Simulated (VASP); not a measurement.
A run of VASP 6.6.1 is set up as follows.

The input INCAR:

```
PREC     = Accurate       # precision mode
ENCUT    = 500            # plane-wave cutoff, eV
EDIFF    = 1E-6           # SCF threshold, eV
ISMEAR   = -1             # smearing method
SIGMA    = 0.15           # smearing width, eV
LREAL    = F              # projectors in reciprocal space
LASPH    = T              # aspherical terms in the spheres
NELM     = 200            # most SCF steps
ALGO     = Normal         # electronic algorithm
ISIF     = 2              # what is computed and relaxed
LWAVE    = F              # write WAVECAR
LCHARG   = T              # write CHGCAR
MAGMOM   = 0 0 0 0 0 0    # initial moments
LORBIT   = 11             # projections on sites
LSORBIT  = T              # spin-orbit coupling
GGA_COMPAT= F            
LORBMOM  = T            
GGA      = PE             # functional
ALDAC    = 0.0          
AGGAC    = 0.0          
LVHAR    = T            
ISYM     = -1           
NBANDS   = 32             # bands
```

The input KPOINTS:

```
explicit points
125
Reciprocal
  0.10000000   0.10000000   0.10000000 1
  0.10000000   0.10000000   0.30000000 1
  0.10000000   0.10000000   0.50000000 1
  0.10000000   0.10000000   0.70000000 1
  0.10000000   0.10000000   0.90000000 1
  0.10000000   0.30000000   0.10000000 1
  0.10000000   0.30000000   0.30000000 1
  0.10000000   0.30000000   0.50000000 1
  0.10000000   0.30000000   0.70000000 1
  0.10000000   0.30000000   0.90000000 1
  0.10000000   0.50000000   0.10000000 1
  0.10000000   0.50000000   0.30000000 1
  0.10000000   0.50000000   0.50000000 1
  0.10000000   0.50000000   0.70000000 1
  0.10000000   0.50000000   0.90000000 1
  0.10000000   0.70000000   0.10000000 1
  0.10000000   0.70000000   0.30000000 1
  0.10000000   0.70000000   0.50000000 1
  0.10000000   0.70000000   0.70000000 1
  0.10000000   0.70000000   0.90000000 1
  0.10000000   0.90000000   0.10000000 1
  0.10000000   0.90000000   0.30000000 1
  0.10000000   0.90000000   0.50000000 1
  0.10000000   0.90000000   0.70000000 1
  0.10000000   0.90000000   0.90000000 1
  0.30000000   0.10000000   0.10000000 1
  0.30000000   0.10000000   0.30000000 1
  0.30000000   0.10000000   0.50000000 1
  0.30000000   0.10000000   0.70000000 1
  0.30000000   0.10000000   0.90000000 1
  0.30000000   0.30000000   0.10000000 1
  0.30000000   0.30000000   0.30000000 1
  0.30000000   0.30000000   0.50000000 1
  0.30000000   0.30000000   0.70000000 1
  0.30000000   0.30000000   0.90000000 1
  0.30000000   0.50000000   0.10000000 1
  0.30000000   0.50000000   0.30000000 1
  0.30000000   0.50000000   0.50000000 1
  0.30000000   0.50000000   0.70000000 1
  0.30000000   0.50000000   0.90000000 1
  0.30000000   0.70000000   0.10000000 1
  0.30000000   0.70000000   0.30000000 1
  0.30000000   0.70000000   0.50000000 1
  0.30000000   0.70000000   0.70000000 1
  0.30000000   0.70000000   0.90000000 1
  0.30000000   0.90000000   0.10000000 1
  0.30000000   0.90000000   0.30000000 1
  0.30000000   0.90000000   0.50000000 1
  0.30000000   0.90000000   0.70000000 1
  0.30000000   0.90000000   0.90000000 1
  0.50000000   0.10000000   0.10000000 1
  0.50000000   0.10000000   0.30000000 1
  0.50000000   0.10000000   0.50000000 1
  0.50000000   0.10000000   0.70000000 1
  0.50000000   0.10000000   0.90000000 1
  0.50000000   0.30000000   0.10000000 1
  0.50000000   0.30000000   0.30000000 1
  0.50000000   0.30000000   0.50000000 1
  0.50000000   0.30000000   0.70000000 1
  0.50000000   0.30000000   0.90000000 1
  0.50000000   0.50000000   0.10000000 1
  0.50000000   0.50000000   0.30000000 1
  0.50000000   0.50000000   0.50000000 1
  0.50000000   0.50000000   0.70000000 1
  0.50000000   0.50000000   0.90000000 1
  0.50000000   0.70000000   0.10000000 1
  0.50000000   0.70000000   0.30000000 1
  0.50000000   0.70000000   0.50000000 1
  0.50000000   0.70000000   0.70000000 1
  0.50000000   0.70000000   0.90000000 1
  0.50000000   0.90000000   0.10000000 1
  0.50000000   0.90000000   0.30000000 1
  0.50000000   0.90000000   0.50000000 1
  0.50000000   0.90000000   0.70000000 1
  0.50000000   0.90000000   0.90000000 1
  0.70000000   0.10000000   0.10000000 1
  0.70000000   0.10000000   0.30000000 1
  0.70000000   0.10000000   0.50000000 1
  0.70000000   0.10000000   0.70000000 1
  0.70000000   0.10000000   0.90000000 1
  0.70000000   0.30000000   0.10000000 1
  0.70000000   0.30000000   0.30000000 1
  0.70000000   0.30000000   0.50000000 1
  0.70000000   0.30000000   0.70000000 1
  0.70000000   0.30000000   0.90000000 1
  0.70000000   0.50000000   0.10000000 1
  0.70000000   0.50000000   0.30000000 1
  0.70000000   0.50000000   0.50000000 1
  0.70000000   0.50000000   0.70000000 1
  0.70000000   0.50000000   0.90000000 1
  0.70000000   0.70000000   0.10000000 1
  0.70000000   0.70000000   0.30000000 1
  0.70000000   0.70000000   0.50000000 1
  0.70000000   0.70000000   0.70000000 1
  0.70000000   0.70000000   0.90000000 1
  0.70000000   0.90000000   0.10000000 1
  0.70000000   0.90000000   0.30000000 1
  0.70000000   0.90000000   0.50000000 1
  0.70000000   0.90000000   0.70000000 1
  0.70000000   0.90000000   0.90000000 1
  0.90000000   0.10000000   0.10000000 1
  0.90000000   0.10000000   0.30000000 1
  0.90000000   0.10000000   0.50000000 1
  0.90000000   0.10000000   0.70000000 1
  0.90000000   0.10000000   0.90000000 1
  0.90000000   0.30000000   0.10000000 1
  0.90000000   0.30000000   0.30000000 1
  0.90000000   0.30000000   0.50000000 1
  0.90000000   0.30000000   0.70000000 1
  0.90000000   0.30000000   0.90000000 1
  0.90000000   0.50000000   0.10000000 1
  0.90000000   0.50000000   0.30000000 1
  0.90000000   0.50000000   0.50000000 1
  0.90000000   0.50000000   0.70000000 1
  0.90000000   0.50000000   0.90000000 1
  0.90000000   0.70000000   0.10000000 1
  0.90000000   0.70000000   0.30000000 1
  0.90000000   0.70000000   0.50000000 1
  0.90000000   0.70000000   0.70000000 1
  0.90000000   0.70000000   0.90000000 1
  0.90000000   0.90000000   0.10000000 1
  0.90000000   0.90000000   0.30000000 1
  0.90000000   0.90000000   0.50000000 1
  0.90000000   0.90000000   0.70000000 1
  0.90000000   0.90000000   0.90000000 1
```

File POSCAR:

```
TePb
1.0
    0.0000000000      3.1873324850      3.1873324850
    3.1873324850      0.0000000000      3.1873324850
    3.1873324850      3.1873324850      0.0000000000
Pb Te
1 1
Direct
    0.0000000000      0.0000000000      0.0000000000
    0.5000000000      0.5000000000      0.5000000000
```

Potentials or basis: VASP PAW PBE potentials, release 64 (Pb_d, Te).

Run with:

```console
$ cat potpaw_PBE.64/Pb_d/POTCAR potpaw_PBE.64/Te/POTCAR > POTCAR
$ mpirun -np 1 vasp_ncl > vasp.out
```

(1) What does it give for the net moment?

(2) Estimate the pressure.

Answers

(1) 0.00 μB per cell.

(2) 12.8 GPa.

Caveat: the cell stands under pressure.
